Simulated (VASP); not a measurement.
# Cu (P-1) in VASP: single point with PBE

Aim: the single point of Cu with PBE.

Everything below comes from runs of VASP 6.6.1. Logs are shortened: lines on timing, memory, paths and dates and some standing lists are left out, and cuts for length are marked.

**1. The cell of the first run**

The typed cell holds 2 atoms: a = 2.759 Å, b = 2.951 Å, c = 2.951 Å, α = 90.00°, β = 90.00°, γ = 90.00°.

**2. Single point, PBE (atom 2 moved 1.20 Å)**

File INCAR:

```
ALGO = Fast ; EDIFF = 1E-6
ENCUT = 520 ; GGA = PE
ISIF = 2 ; ISMEAR = 0
LASPH = True ; LCHARG = True
LELF = True ; LREAL = False
LVHAR = True ; LWAVE = False
NBANDS = 18 ; NELM = 80
PREC = Accurate ; SIGMA = 0.15
```

File KPOINTS:

```
k-points
0
Gamma
  12 12 12
```

File POSCAR:

```
Cu
1.0
    0.0000000000      0.0000000000     -2.7591133692
    0.0000000000     -2.9510604861      0.0000000000
   -2.9510604861      0.0000000000      0.0000000000
Cu
2
Direct
    0.4004892034      0.4593669465      0.6761548521
    0.0995107966      0.0406330535     -0.1761548521
```

Potentials or basis: VASP PAW PBE potentials, release 64 (Cu).

Run with:

```console
> cat potpaw_PBE.64/Cu/POTCAR > POTCAR
> mpirun -np 1 vasp_std > vasp.out
```

OUTCAR:

```text
EDIFF = 1E-6
   ENCUT = 520
   GGA = PE
   ISIF = 2
   ISMEAR = 0
   LASPH = True
   LREAL = False
   NELM = 80
   PREC = Accurate

 ion  position               nearest neighbor table
   1  0.400  0.459  0.676-   2 1.55   2 1.95   2 2.33   2 2.62
   2  0.100  0.041  0.824-   1 1.55   1 1.95   1 2.33   1 2.62

  LATTYP: Found a simple tetragonal cell.
 ALAT       =     2.9510604861
 C/A-ratio  =     0.9349565630

  Lattice vectors:

 A1 = (   0.0000000000,  -2.9510604861,   0.0000000000)
 A2 = (  -2.9510604861,   0.0000000000,   0.0000000000)
 A3 = (   0.0000000000,   0.0000000000,  -2.7591133692)

Analysis of symmetry for initial positions (statically):
=====================================================================
 Subroutine PRICEL returns:
 Original cell was already a primitive cell.

 Routine SETGRP: Setting up the symmetry group for a
 simple tetragonal supercell.

 Subroutine GETGRP returns: Found  2 space group operations
 (whereof  1 operations were pure point group operations)
 out of a pool of 16 trial point group operations.

The static configuration has the point symmetry C_1 .
 The point group associated with its full space group is S_2 .

Analysis of symmetry for dynamics (positions and initial velocities):
=====================================================================
 Subroutine PRICEL returns:
 Original cell was already a primitive cell.

 Routine SETGRP: Setting up the symmetry group for a
 simple tetragonal supercell.

 Subroutine GETGRP returns: Found  2 space group operations
 (whereof  1 operations were pure point group operations)
 out of a pool of 16 trial point group operations.

The dynamic configuration has the point symmetry C_1 .
 The point group associated with its full space group is S_2 .

 Subroutine INISYM returns: Found  2 space group operations
 (whereof  1 operations are pure point group operations),
 and found     1 'primitive' translations

----------------------------------------------------------------------------------------

                                     Primitive cell

  volume of cell :      24.0285

  direct lattice vectors                    reciprocal lattice vectors
     0.000000000  0.000000000 -2.759113369     0.000000000  0.000000000 -0.362435270
     0.000000000 -2.951060486  0.000000000     0.000000000 -0.338861235  0.000000000
    -2.951060486  0.000000000  0.000000000    -0.338861235  0.000000000  0.000000000

  length of vectors
     2.759113369  2.951060486  2.951060486     0.362435270  0.338861235  0.338861235
[... 81 lines left out ...]
   EDIFF  = 0.1E-05   stopping-criterion for ELM
   LREAL  =      F    real-space projection
   EDIFFG = 0.1E-04   stopping-criterion for IOM
   NSW    =      0    number of steps for IOM
   IBRION =     -1    ionic relax: 0-MD 1-quasi-New 2-CG
   NFREE  =      0    steps in history (QN), initial steepest desc. (CG)
   ISIF   =      2    stress and relaxation
   ISYM   =      2    0-nonsym 1-usesym 2-fastsym
   POTIM  = 0.5000    time-step for ionic-motion
   TEBEG  =    0.0;   TEEND  =   0.0 temperature during run
   PSTRESS=    0.0 pullay stress
   NELECT =      22.0000    total number of electrons
   NUPDOWN=      -1.0000    fix difference up-down
   EMIN   =  10.00;   EMAX   =-10.00  energy-range for DOS
   EFERMI =   0.00;   METHOD = LEGACY
   ISMEAR =     0;   SIGMA  =   0.15  broadening in eV -4-tet -1-fermi 0-gaus
   EFERMI_NEDOS =   21; number of points for ismear=-14 and -15
   IALGO  =     68    algorithm
   IMIX   =      4    mixing-type and parameters
     AMIX     =   0.40;   BMIX     =  1.00
     AMIX_MAG =   1.60;   BMIX_MAG =  1.00
  volume/ion in A,a.u.               =      12.01        81.08
  Fermi-wavevector in a.u.,A,eV,Ry     =   1.589671  3.004042 34.382637  2.527053
  Thomas-Fermi vector in A             =   2.688484
   LORBIT       =      0    0 simple, 1 ext, 2 COOP (PROOUT), +10 PAW based schemes
   GGA     = PE    functional components
   LHFCALC =     F    Hartree Fock is set to
   AEXX    =    0.0000 exact exchange contribution
   IVDW    =     0    specifies the selected vdW correction
   LEPSILON=     F    determine dielectric tensor
   LRPA    =     F    only Hartree local field effects (RPA)
 non-spin polarized calculation
 RMM-DIIS sequential band-by-band and
 Gauss-broadening in eV      SIGMA  =   0.15
  energy-cutoff  :      520.00
  volume of cell :       24.03
 maximum number of plane-waves:       662
 NGX is ok and might be reduce to    24
   NGX = 11   NGY = 11   NGZ = 11

 number of electron      22.0000004 magnetization

 Free energy of the ion-electron system (eV)
  ---------------------------------------------------
  ext. energy  EPLUGINS =         0.00000000
  ---------------------------------------------------
  free energy    TOTEN  =         1.11883694 eV

  energy without entropy =        1.12590289  energy(sigma->0) =        1.12236992

 E-fermi :   7.6167     XC(G=0): -12.2825

 val. band max:        7.6160556863   @ k =   0.5000   0.2500   0.2500
 cond. band min:       7.6219940887   @ k =  -0.4167   0.2500   0.4167
 fundamental gap:      0.0059384023
 Fermi energy:         7.6166515709

 k-point     1 :       0.0000    0.0000    0.0000
  band No.  band energies     occupation
      1      -1.5754      2.00000
      2       0.4917      2.00000
      3       1.2904      2.00000
      4       1.8751      2.00000
      5       2.6024      2.00000
      6       3.8370      2.00000
[... 481 lines left out ...]
      5       2.6112      2.00000
      6       3.6195      2.00000
[... 10 lines left out ...]
     17      24.2418      0.00000
     18      26.4619      0.00000

 [... further k-points ...]

------------------------ aborting loop because EDIFF is reached ----------------------------------------

  FORCE on cell =-STRESS in cart. coord.  units (eV):
  Direction    XX          YY          ZZ          XY          YZ          ZX
  --------------------------------------------------------------------------------------
  -------------------------------------------------------------------------------------
  Total        2.7682907     33.6327807     13.6906653     -6.5472965     11.2992843     -6.5003888
  in kB      184.5850441   2242.5781724    912.8709076   -436.5628989    753.4175804   -433.4351690
  external PRESSURE =    1113.3447080 kB  Pullay stress =       0.0000000 kB

 VOLUME and BASIS-vectors are now :
 -----------------------------------------------------------------------------
  energy-cutoff  :      520.00
  volume of cell :       24.03
      direct lattice vectors                 reciprocal lattice vectors
     0.000000000  0.000000000 -2.759113369     0.000000000  0.000000000 -0.362435270
     0.000000000 -2.951060486  0.000000000     0.000000000 -0.338861235  0.000000000
    -2.951060486  0.000000000  0.000000000    -0.338861235  0.000000000  0.000000000

 POSITION                                       TOTAL-FORCE (eV/Angst)
 -----------------------------------------------------------------------------------
     -1.99537     -1.35562     -1.10500         8.789012    -15.105544    -15.110838
     -2.43122     -0.11991     -0.27456        -8.789012     15.105544     15.110838
 -----------------------------------------------------------------------------------
    total drift:                                0.000000     -0.000000      0.000000

  FREE ENERGIE OF THE ION-ELECTRON SYSTEM (eV)
  ---------------------------------------------------
  free  energy   TOTEN  =         1.1188369388 eV

  energy  without entropy=        1.1259028946  energy(sigma->0) =        1.12236992
```

Run time: 7.4 min. Hardware: 1 thread of Intel Xeon 8259CL, shared host; peak memory 0.39 GiB.

Results:

```yaml
Free_energy: 1.1188 eV
Pressure: 111.3 GPa
Largest_force: 23.103 eV/Å
Band_gap_on_the_k_mesh: zero (bands 11 and 12 overlap by 3.92 eV)
```

Forces in eV/Å, atoms in the order of the input:
```
Cu    8.789 -15.106 -15.111
Cu   -8.789  15.106  15.111
```

Levels at points of the mesh, in eV from the Fermi level:
```csv
k point,band 9,band 10,band 11,band 12,band 13,band 14
"(0.00, 0.00, 0.00)",-1.77,-1.60,-1.40,7.85,8.58,11.64
"(0.50, 0.00, 0.00)",-2.37,-1.97,-1.38,-0.15,12.37,12.50
"(0.00, 0.50, 0.00)",-1.93,-1.44,-1.07,-0.48,11.94,12.87
"(0.00, 0.00, 0.50)",-2.07,-1.67,-1.45,-1.15,11.12,14.00
"(0.50, 0.50, 0.00)",-2.06,-1.38,-0.30,0.60,3.83,4.59
"(0.50, 0.00, 0.50)",-2.10,-1.37,-0.24,1.97,2.28,5.14
"(0.00, 0.50, 0.50)",-1.57,-1.39,-0.19,0.95,2.29,3.87
"(0.50, 0.50, 0.50)",-1.84,-1.17,2.77,3.50,5.38,6.75
```

Caveat: the cell differs from its parent crystal (atom 2 moved 1.20 Å); atoms lie so close that the PAW spheres overlap strongly, which falsifies energies and pressures; the cell stands under pressure; forces of over 1 eV/Å act on the atoms, so gaps and moduli don't describe the material at rest.
